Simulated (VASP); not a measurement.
# AlCo (NiAs type) (P6_3/mmc) in VASP: further runs, part 2 of 2

VASP 6.6.1.

### Step 3. Single point, PBE (volume scaled by 0.55)

INCAR

```
SYSTEM = AlCo
PREC     = Accurate       ! precision mode
ENCUT    = 520            ! plane-wave cutoff, eV
EDIFF    = 1E-6           ! SCF threshold, eV
ISMEAR   = -1             ! smearing method
SIGMA    = 0.05           ! smearing width, eV
LREAL    = .FALSE.        ! projectors in reciprocal space
LASPH    = .TRUE.         ! aspherical terms in the spheres
NELM     = 100            ! most SCF steps
ALGO     = Normal         ! electronic algorithm
ISIF     = 2              ! what is computed and relaxed
LWAVE    = .FALSE.        ! write WAVECAR
LCHARG   = .FALSE.        ! write CHGCAR
GGA      = PE             ! functional
NBANDS   = 20             ! bands
```

KPOINTS

```
Automatic mesh
0
G
  10 10 6
  0 0 0
```

POSCAR

```
AlCo
1.0
    2.1983355088      0.0000000000      0.0000000000
   -1.0991677544      1.9038143967      0.0000000000
    0.0000000000      0.0000000000      6.4208574102
Co Al
2 2
Direct
    0.0000000000      0.0000000000      0.0000000000
    0.0000000000      0.0000000000      0.5000000000
    0.3333333333      0.6666666667      0.2500000000
    0.6666666667      0.3333333333      0.7500000000
```

Potentials or basis: VASP PAW PBE potentials, release 64 (Co, Al).

On the command line:

```sh
cat potpaw_PBE.64/Co/POTCAR potpaw_PBE.64/Al/POTCAR > POTCAR
mpirun -np 1 vasp_std > vasp.out
```

OUTCAR:

```text
SYSTEM = AlCo
   PREC = Accurate
   ENCUT = 520
   EDIFF = 1E-6
   ISMEAR = -1
   LREAL = .FALSE.
   LASPH = .TRUE.
   NELM = 100
   ISIF = 2
   GGA = PE

 ion  position               nearest neighbor table
   1  0.000  0.000  0.000-   3 2.05   4 2.05   4 2.05   3 2.05   4 2.05   3 2.05   3 3.00   4 3.00
                             3 3.00   4 3.00   3 3.00   4 3.00
   2  0.000  0.000  0.500-   3 2.05   4 2.05   4 2.05   3 2.05   4 2.05   3 2.05   3 3.00   4 3.00
                             3 3.00   4 3.00   3 3.00   4 3.00
   3  0.333  0.667  0.250-   1 2.05   2 2.05   1 2.05   2 2.05   1 2.05   2 2.05   1 3.00   2 3.00
                             1 3.00   2 3.00   1 3.00   2 3.00
   4  0.667  0.333  0.750-   1 2.05   2 2.05   1 2.05   2 2.05   1 2.05   2 2.05   1 3.00   2 3.00
                             1 3.00   2 3.00   1 3.00   2 3.00

  LATTYP: Found a hexagonal cell.
 ALAT       =     2.1983355088
 C/A-ratio  =     2.9207813750

  Lattice vectors:

 A1 = (   2.1983355088,   0.0000000000,   0.0000000000)
 A2 = (  -1.0991677544,   1.9038143967,   0.0000000000)
 A3 = (   0.0000000000,   0.0000000000,   6.4208574102)

Analysis of symmetry for initial positions (statically):
=====================================================================
 Subroutine PRICEL returns:
 Original cell was already a primitive cell.

 Routine SETGRP: Setting up the symmetry group for a
 hexagonal supercell.

 Subroutine GETGRP returns: Found 24 space group operations
 (whereof 12 operations were pure point group operations)
 out of a pool of 24 trial point group operations.

The static configuration has the point symmetry D_3d.
 The point group associated with its full space group is D_6h.

Analysis of symmetry for dynamics (positions and initial velocities):
=====================================================================
 Subroutine PRICEL returns:
 Original cell was already a primitive cell.

 Routine SETGRP: Setting up the symmetry group for a
 hexagonal supercell.

 Subroutine GETGRP returns: Found 24 space group operations
 (whereof 12 operations were pure point group operations)
 out of a pool of 24 trial point group operations.

[... 121 lines left out ...]
   EFERMI_NEDOS =   21; number of points for ismear=-14 and -15
   IALGO  =     38    algorithm
   IMIX   =      4    mixing-type and parameters
     AMIX     =   0.40;   BMIX     =  1.00
     AMIX_MAG =   1.60;   BMIX_MAG =  1.00
  volume/ion in A,a.u.               =       6.72        45.34
  Fermi-wavevector in a.u.,A,eV,Ry     =   1.576551  2.979250 33.817461  2.485513
  Thomas-Fermi vector in A             =   2.677367
   LORBIT       =      0    0 simple, 1 ext, 2 COOP (PROOUT), +10 PAW based schemes
   GGA     = PE    functional components
   LHFCALC =     F    Hartree Fock is set to
   AEXX    =    0.0000 exact exchange contribution
   IVDW    =     0    specifies the selected vdW correction
   LEPSILON=     F    determine dielectric tensor
   LRPA    =     F    only Hartree local field effects (RPA)
 non-spin polarized calculation
  energy-cutoff  :      520.00
  volume of cell :       26.87
 maximum number of plane-waves:       740
   NGX =  9   NGY =  9   NGZ = 23

 number of electron      23.9999990 magnetization

 Free energy of the ion-electron system (eV)
  ---------------------------------------------------
  ext. energy  EPLUGINS =         0.00000000
  ---------------------------------------------------
  free energy    TOTEN  =        -8.98727432 eV

  energy without entropy =       -8.96923952  energy(sigma->0) =       -8.97825692

 E-fermi :  20.1250     XC(G=0): -15.2107

 val. band max:       20.0680746287   @ k =   0.3000  -0.0000   0.5000
 cond. band min:      20.1295806210   @ k =   0.4000  -0.0000   0.0000
 fundamental gap:      0.0615059922
 Fermi energy:        20.1249567430

 k-point     1 :       0.0000    0.0000    0.0000
  band No.  band energies     occupation
      1       4.6770      2.00000
      2       7.5328      2.00000
      3       9.5333      2.00000
      4      12.9724      2.00000
      5      15.8277      2.00000
      6      16.8656      2.00000
[... 541 lines left out ...]
     19      31.4213      0.00000
     20      33.7812      0.00000

 [... further k-points ...]
[... 5 lines left out ...]
  --------------------------------------------------------------------------------------
  -------------------------------------------------------------------------------------
  Total       57.3691911     57.3691911     57.5975890      0.0000000      0.0000000     -0.0000000
  in kB     3420.4063308   3420.4063310   3434.0236348      0.0000000      0.0000000     -0.0000000
  external PRESSURE =    3424.9454322 kB  Pullay stress =       0.0000000 kB

 VOLUME and BASIS-vectors are now :
 -----------------------------------------------------------------------------
  energy-cutoff  :      520.00
  volume of cell :       26.87
      direct lattice vectors                 reciprocal lattice vectors
     2.198335509  0.000000000  0.000000000     0.454889618  0.262630643  0.000000000
    -1.099167754  1.903814397  0.000000000     0.000000000  0.525261287  0.000000000
     0.000000000  0.000000000  6.420857410     0.000000000  0.000000000  0.155742440

 POSITION                                       TOTAL-FORCE (eV/Angst)
 -----------------------------------------------------------------------------------
      0.00000      0.00000      0.00000        -0.000000     -0.000000      0.000000
      0.00000      0.00000      3.21043        -0.000000     -0.000000      0.000000
     -0.00000      1.26921      1.60521         0.000000     -0.000000     -0.000000
      1.09917      0.63460      4.81564         0.000000      0.000000      0.000000
 -----------------------------------------------------------------------------------
    total drift:                               -0.000000     -0.000000      0.000000

  FREE ENERGIE OF THE ION-ELECTRON SYSTEM (eV)
  ---------------------------------------------------
  free  energy   TOTEN  =        -8.9872743228 eV

  energy  without entropy=       -8.9692395218  energy(sigma->0) =       -8.97825692
```

It took 10 s on 1 thread of Intel Xeon 6975P-C (Granite Rapids), shared host; peak memory 0.15 GiB.

What came out:

| Item | Value |
| --- | --- |
| Free energy | -8.9873 eV |
| Pressure | 342.5 GPa |
| Band gap on the k mesh | zero (band 12 reaches 21.23 eV, above the bottom of band 13 at 18.55 eV) |

### Step 4. Single point, PBE (volume scaled by 0.55)

INCAR

```
PREC = Accurate
ENCUT = 520
EDIFF = 1E-7
ISMEAR = -1
SIGMA = 0.05
LREAL = F
LASPH = T
NELM = 100
ALGO = Normal
ISIF = 2
LWAVE = F
LCHARG = F
GGA = PE
NBANDS = 20
```

KPOINTS

```
regular mesh
0
Gamma
  10 10 6
```

POSCAR is that of step 3.

On the command line:

```sh
cat potpaw_PBE.64/Co/POTCAR potpaw_PBE.64/Al/POTCAR > POTCAR
mpirun -np 1 vasp_std > vasp.out
```

Wall time 11 s (1 thread of Intel Xeon 6975P-C (Granite Rapids), shared host); peak memory 0.15 GiB.

Results (log left out):

| Item | Value |
| --- | --- |
| Free energy | -8.9873 eV |
| Pressure | 342.5 GPa |
| Band gap on the k mesh | zero (band 12 reaches 21.23 eV, above the bottom of band 13 at 18.55 eV) |

Stress tensor (GPa, compression positive):
```
342.01   0.00   0.00
  0.00 342.01   0.00
  0.00   0.00 343.37
```

Levels at points of the mesh, in eV from the Fermi level:
```tsv
k point	band 10	band 11	band 12	band 13	band 14	band 15
(0.00, 0.00, 0.00)	-2.27	-1.42	-1.42	-1.24	-1.24	5.79
(0.50, 0.00, 0.00)	-2.21	-1.35	0.43	0.44	2.53	4.37
(0.00, 0.00, 0.50)	-3.25	-1.33	-1.33	-1.33	-1.33	8.64
(0.50, 0.00, 0.50)	-2.27	0.44	0.44	0.54	0.54	5.64
```

 Spin polarisation is off, so any magnetic state and its effect on volume and gap are missing.

### Step 5. Single point, PBE (volume scaled by 0.64)

INCAR

```
SYSTEM = AlCo
PREC     = Accurate       ! precision mode
ENCUT    = 520            ! plane-wave cutoff, eV
EDIFF    = 1E-6           ! SCF threshold, eV
ISMEAR   = -1             ! smearing method
SIGMA    = 0.05           ! smearing width, eV
LREAL    = .False.        ! projectors in reciprocal space
LASPH    = .True.         ! aspherical terms in the spheres
NELM     = 100            ! most SCF steps
ALGO     = Normal         ! electronic algorithm
ISIF     = 2              ! what is computed and relaxed
LWAVE    = .False.        ! write WAVECAR
LCHARG   = .False.        ! write CHGCAR
GGA      = PE             ! functional
NBANDS   = 20             ! bands
```

KPOINTS

```
Automatic mesh
0
Gamma
  10 10 6
  0 0 0
```

POSCAR

```
AlCo
1.0
    2.3147545155      0.0000000000      0.0000000000
   -1.1573772577      2.0046362140      0.0000000000
    0.0000000000      0.0000000000      6.7388901949
Co Al
2 2
Direct
    0.0000000000      0.0000000000      0.0000000000
    0.0000000000      0.0000000000      0.5000000000
    0.3333333333      0.6666666667      0.2500000000
    0.6666666667      0.3333333333      0.7500000000
```

On the command line:

```sh
cat potpaw_PBE.64/Co/POTCAR potpaw_PBE.64/Al/POTCAR > POTCAR
mpirun -np 1 vasp_std > vasp.out
```

Run time: 14 s. Hardware: 1 thread of Intel Xeon 6975P-C (Granite Rapids), shared host; peak memory 0.16 GiB.

The run converged. Its results:

```yaml
Free_energy: -16.0069 eV
Pressure: 185.5 GPa
Band_gap_on_the_k_mesh: zero (band 12 reaches 17.87 eV, above the bottom of band 13 at 15.67 eV)
```

Stress tensor (GPa, compression positive):
```
185.42   0.00   0.00
  0.00 185.42   0.00
  0.00   0.00 185.70
```

Levels at points of the mesh, in eV from the Fermi level:
```csv
k point,band 9,band 10,band 11,band 12,band 13,band 14,band 15,band 16
"(0.00, 0.00, 0.00)",-2.57,-2.15,-1.11,-1.11,-0.96,-0.96,5.12,11.03
"(0.50, 0.00, 0.00)",-1.86,-1.72,-1.26,0.34,0.35,2.15,3.78,5.79
"(0.00, 0.00, 0.50)",-2.58,-2.58,-1.04,-1.04,-1.04,-1.04,8.05,8.05
"(0.50, 0.00, 0.50)",-1.79,-1.79,0.34,0.34,0.42,0.42,5.24,5.24
```

### Step 6. Single point, PBE (volume scaled by 0.72)

INCAR

```
SYSTEM = AlCo
  PREC = Accurate
  ENCUT = 520
  EDIFF = 1E-6
  ISMEAR = -1
  SIGMA = 0.05
  LREAL = .False.
  LASPH = .True.
  NELM = 60
  ALGO = Normal
  ISIF = 2
  LWAVE = .False.
  LCHARG = .False.
  GGA = PE
  NBANDS = 20
```

KPOINTS is that of step 5.

POSCAR

```
AlCo
1.0
    2.4127859875      0.0000000000      0.0000000000
   -1.2063929938      2.0895339591      0.0000000000
    0.0000000000      0.0000000000      6.9777142180
Co Al
2 2
Direct
    0.0000000000      0.0000000000      0.0000000000
    0.0000000000      0.0000000000      0.5000000000
    0.3333333333      0.6666666667      0.2500000000
    0.6666666667      0.3333333333      0.7500000000
```

Potentials or basis: VASP PAW PBE potentials, release 64 (Co, Al).

On the command line:

```sh
cat potpaw_PBE.64/Co/POTCAR potpaw_PBE.64/Al/POTCAR > POTCAR
mpirun -np 1 vasp_std > vasp.out
```

Wall time 16 s (1 thread of Intel Xeon 6975P-C (Granite Rapids), shared host); peak memory 0.16 GiB.

It converged, with:

- Free energy: -19.4763 eV
- Pressure: 105.7 GPa
- Band gap on the k mesh: zero (band 12 reaches 15.56 eV, above the bottom of band 13 at 13.67 eV)

Stress tensor (GPa, compression positive):
```
105.77   0.00   0.00
  0.00 105.77   0.00
  0.00   0.00 105.57
```

Levels at points of the mesh, in eV from the Fermi level:
```csv
k point,band 10,band 11,band 12,band 13,band 14,band 15
"(0.00, 0.00, 0.00)",-1.95,-0.93,-0.93,-0.80,-0.80,4.69
"(0.50, 0.00, 0.00)",-1.43,-1.15,0.27,0.28,1.88,3.34
"(0.00, 0.00, 0.50)",-2.15,-0.87,-0.87,-0.87,-0.87,7.65
"(0.50, 0.00, 0.50)",-1.50,0.27,0.27,0.37,0.37,4.91
```

 Spin polarisation is off, so any magnetic state and its effect on volume and gap are missing.

### Step 7. Overview

| cell | gap on the mesh (eV) | pressure (GPa) |
| --- | --- | --- |
| a = 2.198, b = 2.198, c = 6.421 Å, angles 90.0, 90.0, 120.0°, 4 atoms | none | 342.5 |
| a = 2.315, b = 2.315, c = 6.739 Å, angles 90.0, 90.0, 120.0°, 4 atoms | none | 185.5 |
| a = 2.413, b = 2.413, c = 6.978 Å, angles 90.0, 90.0, 120.0°, 4 atoms | none | 105.7 |

Alike in all rows: task single point; level PBE; potentials or basis VASP PAW PBE potentials, release 64 (Co, Al); no spin polarisation; k mesh 10 × 10 × 6; cutoff (eV) 520; smearing fermi-dirac 0.05 eV.

Total energies depend on the potentials used, so only differences within one code and one set of settings carry meaning.
